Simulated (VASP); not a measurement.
Here is a VASP 6.6.1 calculation.

INCAR

```
SYSTEM = CsH3
PREC     = Accurate       ! precision mode
ENCUT    = 520            ! plane-wave cutoff, eV
EDIFF    = 1E-6           ! SCF threshold, eV
ISMEAR   = 0              ! smearing method
SIGMA    = 0.02           ! smearing width, eV
LREAL    = .False.        ! projectors in reciprocal space
LASPH    = .True.         ! aspherical terms in the spheres
NELM     = 80             ! most SCF steps
ALGO     = Normal         ! electronic algorithm
ISIF     = 2              ! what is computed and relaxed
LWAVE    = .False.        ! write WAVECAR
LCHARG   = .False.        ! write CHGCAR
GGA      = PE             ! functional
NBANDS   = 14             ! bands
```

KPOINTS

```
regular mesh
0
Gamma
  6 6 6
  0 0 0
```

File POSCAR:

```
CsH3
1.0
    7.9858347212      0.0000000000      0.0000000000
   -3.9929173606      6.9159357390      0.0000000000
    0.0000000000      0.0000000000      5.6036977801
Cs H
1 3
Direct
    0.3333333333      0.6666666667      0.0000000000
    0.0000000000      0.0000000000      0.5669144196
    0.0000000000      0.0000000000      0.4330855804
    0.3333333333      0.6666666667      0.5000000000
```

Potentials or basis: VASP PAW PBE potentials, release 64 (Cs_sv, H).

Command:

```sh
$ cat potpaw_PBE.64/Cs_sv/POTCAR potpaw_PBE.64/H/POTCAR > POTCAR
$ mpirun -np 1 vasp_std > vasp.out
```

What does it give for the largest force?

0.022 eV/Å.

What does it give for the pressure?

0.0 GPa.

What does it give for the band gap on the k mesh?

1.49 eV (least direct gap 1.50 eV).

Forces on the atoms (eV/Å):
```
Cs   0.000  0.000  0.000
H    0.000  0.000 -0.022
H    0.000  0.000  0.022
H    0.000  0.000  0.000
```

Caveat: spin-orbit coupling is left out, which moves the levels of the heavy elements. A k mesh can miss the band edges.
